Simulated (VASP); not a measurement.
# Sn2PbO3 (P1) in VASP: relaxation of cell and atoms with PBE

Aim: the relaxation of cell and atoms of Sn2PbO3 with PBE.

Everything below comes from runs of VASP 6.6.1. Logs are shortened: lines on timing, memory, paths and dates and some standing lists are left out, and cuts for length are marked.

### Step 1. The cell of the first run

The typed cell holds 12 atoms: a = 3.981 Å, b = 5.319 Å, c = 11.289 Å, α = 89.88°, β = 90.79°, γ = 92.01°.

### Step 2. Relaxation of cell and atoms, PBE

The input, INCAR:

```
PREC     = Accurate       # precision mode
ENCUT    = 600            # plane-wave cutoff, eV
EDIFF    = 1E-7           # SCF threshold, eV
ISMEAR   = 0              # smearing method
SIGMA    = 0.1            # smearing width, eV
LREAL    = False          # projectors in reciprocal space
LASPH    = True           # aspherical terms in the spheres
NELM     = 120            # most SCF steps
ALGO     = Normal         # electronic algorithm
ISIF     = 3              # what is computed and relaxed
LWAVE    = False          # write WAVECAR
LCHARG   = False          # write CHGCAR
GGA      = PE             # functional
IBRION   = 2              # ionic algorithm
NSW      = 80             # ionic steps
EDIFFG   = -0.025         # ionic threshold
GGA_COMPAT= False        
NELMIN   = 4
```

The input, KPOINTS:

```
Automatic mesh
0
Gamma
  4 4 1
```

The input, POSCAR:

```
Sn2PbO3
1.0
   -3.9798044574      0.0270130383      0.0702344345
    0.0924217779     -0.0051190386     -5.3186625888
    0.0791147019    -11.2886611029     -0.0113932580
Sn Pb O
4 2 6
Direct
    0.9910242119      0.7912464990      0.1617163263
    0.4802203094      0.1860940245      0.3333163345
    0.0177578218      0.7976631362      0.8341801710
    0.5174572846      0.2095362161      0.6608407189
    0.9978009332      0.7494022013      0.5022151622
    0.5062570254      0.2532057027     -0.0066234895
    0.5130310763      0.9877772150      0.4997516831
   -0.0105555857     -0.0026015539      0.3311914991
    0.5048763517      0.9801064407      0.1701806667
    0.9907170334      0.0376020155     -0.0027869671
   -0.0129671041      0.0098777311      0.6809730249
    0.5043806422      1.0000903718      0.8350448700
```

Potentials or basis: VASP PAW PBE potentials, release 64 (Sn_d, Pb_d, O).

Launch:

```
cat potpaw_PBE.64/Sn_d/POTCAR potpaw_PBE.64/Pb_d/POTCAR potpaw_PBE.64/O/POTCAR > POTCAR
mpirun -np 1 vasp_std > vasp.out
```

OUTCAR:

```text
PREC = Accurate
   ENCUT = 600
   EDIFF = 1E-7
   ISMEAR = 0
   LREAL = False
   LASPH = True
   NELM = 120
   ISIF = 3
   GGA = PE
   IBRION = 2
   NSW = 80
   EDIFFG = -0.025
   NELMIN = 4

 ion  position               nearest neighbor table
   1  0.991  0.791  0.162-   8 2.21   9 2.21   9 2.25  10 2.27   2 3.40   2 3.57   6 3.69   6 3.69
                             3 3.70   5 3.85   6 3.88
   2  0.480  0.186  0.333-   9 2.15   7 2.16   8 2.16   8 2.29   1 3.40   5 3.53   1 3.57   5 3.67
                             4 3.70   6 3.86
   3  0.018  0.798  0.834-  11 2.07  12 2.18  10 2.25  12 2.34   4 3.52   6 3.53   4 3.57   1 3.70
                             6 3.70   5 3.76   6 3.93
   4  0.517  0.210  0.661-   7 2.17  11 2.19  12 2.26  11 2.34   3 3.52   3 3.57   5 3.61   5 3.65
                             2 3.70   6 3.76   5 3.85
   5  0.998  0.749  0.502-   8 2.34   7 2.35   7 2.37  11 2.45   2 3.53   4 3.61   4 3.65   2 3.67
                             3 3.76   4 3.85   1 3.85
   6  0.506  0.253  0.993-  12 2.24  10 2.28  10 2.32   9 2.47   3 3.53   1 3.69   1 3.69   3 3.70
                             4 3.76   2 3.86   1 3.88   3 3.93
   7  0.513  0.988  0.500-   2 2.16   4 2.17   5 2.35   5 2.37
   8  0.989  0.997  0.331-   2 2.16   1 2.21   2 2.29   5 2.34
   9  0.505  0.980  0.170-   2 2.15   1 2.21   1 2.25   6 2.47
  10  0.991  0.038  0.997-   3 2.25   1 2.27   6 2.28   6 2.32
  11  0.987  0.010  0.681-   3 2.07   4 2.19   4 2.34   5 2.45
  12  0.504  0.000  0.835-   3 2.18   6 2.24   4 2.26   3 2.34

  LATTYP: Found a triclinic cell.
 ALAT       =     3.9805158082
 B/A-ratio  =     1.3363765524
 C/A-ratio  =     2.8360505582
 COS(alpha) =     0.0020931465
 COS(beta)  =     0.0138108590
 COS(gamma) =     0.0350195624

  Lattice vectors:

 A1 = (  -3.9798044574,   0.0270130383,   0.0702344345)
 A2 = (  -0.0924217779,   0.0051190386,   5.3186625888)
 A3 = (  -0.0791147019,  11.2886611029,   0.0113932580)

Analysis of symmetry for initial positions (statically):
=====================================================================
 Subroutine PRICEL returns:
 Original cell was already a primitive cell.

 Routine SETGRP: Setting up the symmetry group for a
 triclinic supercell.

 Subroutine GETGRP returns: Found  1 space group operations
 (whereof  1 operations were pure point group operations)
 out of a pool of  2 trial point group operations.

The static configuration has the point symmetry C_1 .

[... 117 lines left out ...]
   EDIFF  = 0.1E-06   stopping-criterion for ELM
   LREAL  =      F    real-space projection
   EDIFFG = -.3E-01   stopping-criterion for IOM
   NSW    =     80    number of steps for IOM
   IBRION =      2    ionic relax: 0-MD 1-quasi-New 2-CG
   NFREE  =      1    steps in history (QN), initial steepest desc. (CG)
   ISIF   =      3    stress and relaxation
   ISYM   =      2    0-nonsym 1-usesym 2-fastsym
   POTIM  = 0.5000    time-step for ionic-motion
   TEBEG  =    0.0;   TEEND  =   0.0 temperature during run
   PSTRESS=    0.0 pullay stress
   NELECT =     120.0000    total number of electrons
   NUPDOWN=      -1.0000    fix difference up-down
   EMIN   =  10.00;   EMAX   =-10.00  energy-range for DOS
   EFERMI =   0.00;   METHOD = LEGACY
   ISMEAR =     0;   SIGMA  =   0.10  broadening in eV -4-tet -1-fermi 0-gaus
   EFERMI_NEDOS =   21; number of points for ismear=-14 and -15
   IALGO  =     38    algorithm
   IMIX   =      4    mixing-type and parameters
     AMIX     =   0.40;   BMIX     =  1.00
     AMIX_MAG =   1.60;   BMIX_MAG =  1.00
  volume/ion in A,a.u.               =      19.91       134.33
  Fermi-wavevector in a.u.,A,eV,Ry     =   1.301421  2.459329 23.044137  1.693696
  Thomas-Fermi vector in A             =   2.432556
   LORBIT       =      0    0 simple, 1 ext, 2 COOP (PROOUT), +10 PAW based schemes
   GGA     = PE    functional components
   LHFCALC =     F    Hartree Fock is set to
   AEXX    =    0.0000 exact exchange contribution
   IVDW    =     0    specifies the selected vdW correction
   LEPSILON=     F    determine dielectric tensor
   LRPA    =     F    only Hartree local field effects (RPA)
 conjugate gradient relaxation of ions
 non-spin polarized calculation
 Gauss-broadening in eV      SIGMA  =   0.10
  energy-cutoff  :      600.00
  volume of cell :      238.86
 maximum number of plane-waves:      8002
   NGX = 15   NGY = 21   NGZ = 45

--------------------------------------- Ionic step        1  -------------------------------------------

 number of electron     120.0000013 magnetization

 Free energy of the ion-electron system (eV)
  ---------------------------------------------------
  ext. energy  EPLUGINS =         0.00000000
  ---------------------------------------------------
  free energy    TOTEN  =       -66.71666364 eV

  energy without entropy =      -66.71666364  energy(sigma->0) =      -66.71666364

------------------------ aborting loop because EDIFF is reached ----------------------------------------

  FORCE on cell =-STRESS in cart. coord.  units (eV):
  Direction    XX          YY          ZZ          XY          YZ          ZX
  --------------------------------------------------------------------------------------
  -------------------------------------------------------------------------------------
  Total        5.6159752      5.8856558      3.8143472      1.3402999      0.1450921      1.4336201
  in kB       37.6689352     39.4778074     25.5845854      8.9900097      0.9731993      9.6159509
  external PRESSURE =      34.2437760 kB  Pullay stress =       0.0000000 kB
[... 119 lines left out ...]
  FREE ENERGIE OF THE ION-ELECTRON SYSTEM (eV)
  ---------------------------------------------------
  free  energy   TOTEN  =       -66.9851637460 eV

  energy  without entropy=      -66.9851637460  energy(sigma->0) =      -66.98516375

[... ionic steps 4 to 24 ...]

--------------------------------------- Ionic step       25  -------------------------------------------

 number of electron     119.9999990 magnetization

------------------------ aborting loop because EDIFF is reached ----------------------------------------
[... 87 lines left out ...]
--------------------------------------- Ionic step       27  -------------------------------------------

 number of electron     119.9999990 magnetization

 Free energy of the ion-electron system (eV)
  ---------------------------------------------------
  ext. energy  EPLUGINS =         0.00000000
  ---------------------------------------------------
  free energy    TOTEN  =       -67.16506738 eV

  energy without entropy =      -67.16506738  energy(sigma->0) =      -67.16506738

 E-fermi :   5.9805     XC(G=0):  -9.7108

 val. band max:        5.5324563428   @ k =   0.0000   0.0000   0.0000
 cond. band min:       7.0387762560   @ k =   0.5000   0.0000   0.0000
 fundamental gap:      1.5063199132
 Fermi energy:         5.9805480713

 k-point     1 :       0.0000    0.0000    0.0000
  band No.  band energies     occupation
      1     -15.7496      2.00000
      2     -15.7214      2.00000
      3     -15.6587      2.00000
      4     -15.5584      2.00000
      5     -15.5207      2.00000
      6     -15.4463      2.00000
[... 778 lines left out ...]
  FREE ENERGIE OF THE ION-ELECTRON SYSTEM (eV)
  ---------------------------------------------------
  free  energy   TOTEN  =       -67.1650673775 eV

  energy  without entropy=      -67.1650673775  energy(sigma->0) =      -67.16506738

 reached required accuracy - stopping structural energy minimisation
```

OSZICAR:

```text
N       E                     dE             d eps       ncg     rms          rms(c)
DAV:   1     0.187631878240E+04    0.18763E+04   -0.59590E+04  1592   0.253E+03
DAV:   2     0.365841826819E+03   -0.15105E+04   -0.14513E+04  1504   0.795E+02
DAV:   3    -0.304505234807E+02   -0.39629E+03   -0.38238E+03  1592   0.315E+02
DAV:   4    -0.771666557968E+02   -0.46716E+02   -0.46023E+02  1784   0.107E+02
[... 321 lines left out ...]
DAV:   6    -0.671650674687E+02   -0.31230E-06   -0.31656E-06  1920   0.127E-02    0.298E-03
DAV:   7    -0.671650676017E+02   -0.13301E-06   -0.79103E-07  1688   0.488E-03    0.112E-03
DAV:   8    -0.671650674880E+02    0.11377E-06   -0.10090E-07   960   0.316E-03    0.562E-04
DAV:   9    -0.671650673659E+02    0.12206E-06   -0.76280E-08   960   0.227E-03    0.292E-04
DAV:  10    -0.671650673775E+02   -0.11627E-07   -0.22417E-08   960   0.155E-03
  27 F= -.67165067E+02 E0= -.67165067E+02  d E =-.482580E-03
```

CONTCAR:

```text
Sn2PbO3
   1.00000000000000
    -3.9078930780195154   -0.0007060039133174   -0.0009949657805137
    -0.0007527598542300    0.0009225844769155   -5.1244705667696424
    -0.0003939957179404  -11.8014103033754214    0.0037462894580349
  Sn              Pb              O
     4     2     6
Direct
     0.9999714149500590    0.7878784179298427    0.1639908831963343
     0.4994681801341074    0.2118977711282065    0.3360139990769397
     0.9999366796989776    0.7879898989740172    0.8359777792403648
     0.4999089580605178    0.2122792259645898    0.6641548002049162
     0.0000935354847068    0.7356297586534415    0.5000643209721314
     0.5000677075670178    0.2646453808791042    0.0001348510435193
     0.5003791124368859    0.9937523230023715    0.4999150157046022
     0.9997045743764957    0.9952671599130407    0.3283517094451637
     0.4995927370067601    0.0047006425913555    0.1715319635044720
     0.0001191269833686    0.0058699961236057    0.9999944715345997
     0.0005831711993216    0.9953463818472000    0.6715735428603720
     0.5001748022017765    0.0047430429932246    0.8282966633165798

  0.00000000E+00  0.00000000E+00  0.00000000E+00
  0.00000000E+00  0.00000000E+00  0.00000000E+00
  0.00000000E+00  0.00000000E+00  0.00000000E+00
  0.00000000E+00  0.00000000E+00  0.00000000E+00
  0.00000000E+00  0.00000000E+00  0.00000000E+00
  0.00000000E+00  0.00000000E+00  0.00000000E+00
  0.00000000E+00  0.00000000E+00  0.00000000E+00
  0.00000000E+00  0.00000000E+00  0.00000000E+00
  0.00000000E+00  0.00000000E+00  0.00000000E+00
  0.00000000E+00  0.00000000E+00  0.00000000E+00
  0.00000000E+00  0.00000000E+00  0.00000000E+00
  0.00000000E+00  0.00000000E+00  0.00000000E+00
```

Run time: 37 min. Hardware: 1 thread of AMD EPYC 9R45 (Zen 5), shared host; peak memory 0.44 GiB.

Results:

```
Free energy                           : -67.1651 eV
Relaxed volume                        : 19.69 Å³/atom
Relaxed cell                          : a = 3.908 Å, b = 5.124 Å, c = 11.801 Å, α = 90.03°, β = 89.99°, γ = 89.98°
Space group after relaxing (to 0.1 Å) : Pmmn (No. 59)
Energy gained by relaxing             : 37.4 meV/atom
Ionic steps                           : 27
Pressure after relaxing               : 0.0 GPa
Largest force after relaxing          : 0.023 eV/Å
Band gap on the k mesh                : 1.51 eV (least direct gap 2.02 eV)
```

Forces in eV/Å, atoms in the order of the input:
```
Sn   0.002 -0.005 -0.007
Sn  -0.004  0.002  0.001
Sn  -0.005  0.011 -0.006
Sn  -0.006  0.007  0.016
Pb  -0.004  0.005  0.002
Pb   0.002  0.004  0.015
O    0.010 -0.009 -0.019
O   -0.002  0.002  0.008
O   -0.009 -0.002 -0.002
O    0.002  0.001 -0.002
O    0.013 -0.005  0.000
O    0.000 -0.010 -0.005
```

The path:
```
step  energy change (eV)  largest force (eV/Å)  pressure (GPa)  volume (Å³)
   1              0.0000                1.3813            3.42       238.86
   2             -0.2024                0.9585           -3.29       253.86
   3             -0.2685                0.6299           -1.29       248.61
   4             -0.3674                0.2975           -0.30       245.85
   5             -0.3765                0.3224            0.14       244.74
   6             -0.3987                0.1821           -0.13       244.74
   7             -0.4056                0.1569           -0.37       244.74
   8             -0.4134                0.1408            0.15       242.72
   9             -0.4139                0.1804            0.33       242.05
  10             -0.4201                0.1536            0.11       241.84
  11             -0.4233                0.1512           -0.22       241.51
  12             -0.4298                0.1167           -0.12       240.42
  13             -0.4355                0.1566            0.09       238.36
  14             -0.4401                0.0857           -0.11       238.35
  15             -0.4415                0.0844           -0.28       238.34
  16             -0.4433                0.0801            0.17       236.91
  17             -0.4434                0.0621            0.07       237.21
  18             -0.4445                0.0430            0.01       237.10
  19             -0.4446                0.0526           -0.02       237.04
  20             -0.4454                0.0352           -0.01       236.88
  21             -0.4462                0.0559            0.00       236.57
  22             -0.4470                0.0297            0.04       236.40
  23             -0.4475                0.0475            0.10       236.17
  24             -0.4479                0.0391           -0.04       236.45
  25             -0.4479                0.0467           -0.07       236.51
  26             -0.4483                0.0290           -0.04       236.41
  27             -0.4484                0.0232           -0.02       236.33
```

Final structure:
```xyz
12
Lattice="-3.9079 -0.0007 -0.0010 -0.0008 0.0009 -5.1245 -0.0004 -11.8014 0.0037" Properties=species:S:1:pos:R:3 pbc="T T T"
Sn   -3.9084   -1.9353   -4.0378
Sn   -1.9522   -3.9656   -1.0851
Sn   -3.9086   -9.8657   -4.0359
Sn   -1.9540   -7.8381   -1.0858
Pb   -0.0011   -5.9008   -3.7678
Pb   -1.9544   -0.0017   -1.3567
O    -1.9564   -5.8991   -5.0911
O    -3.9076   -3.8748   -5.1000
O    -1.9524   -2.0247   -0.0239
O    -0.0009  -11.8013   -0.0263
O    -0.0033   -7.9246   -5.0981
O    -1.9550   -9.7754   -0.0217
```

Levels at points of the mesh, in eV from the valence-band top:
| k point | band 56 | band 57 | band 58 | band 59 | band 60 | band 61 | band 62 | band 63 | band 64 | band 65 |
| --- | --- | --- | --- | --- | --- | --- | --- | --- | --- | --- |
| (0.00, 0.00, 0.00) | -2.41 | -2.37 | -1.12 | -0.58 | 0.00 | 2.02 | 2.96 | 3.00 | 3.46 | 3.49 |
| (0.50, 0.00, 0.00) | -2.13 | -1.76 | -1.76 | -1.44 | -1.44 | 1.51 | 1.51 | 1.57 | 1.57 | 3.03 |
| (0.00, 0.50, 0.00) | -1.99 | -1.70 | -1.23 | -1.13 | -1.09 | 1.75 | 1.85 | 2.16 | 2.98 | 3.39 |
| (0.50, 0.50, 0.00) | -2.04 | -1.52 | -1.52 | -1.11 | -1.11 | 2.56 | 2.57 | 2.90 | 2.90 | 3.04 |

Caveat: the k points lie up to 0.53 Å⁻¹ apart in the final cell; spin-orbit coupling is left out, which moves the levels of the heavy elements.
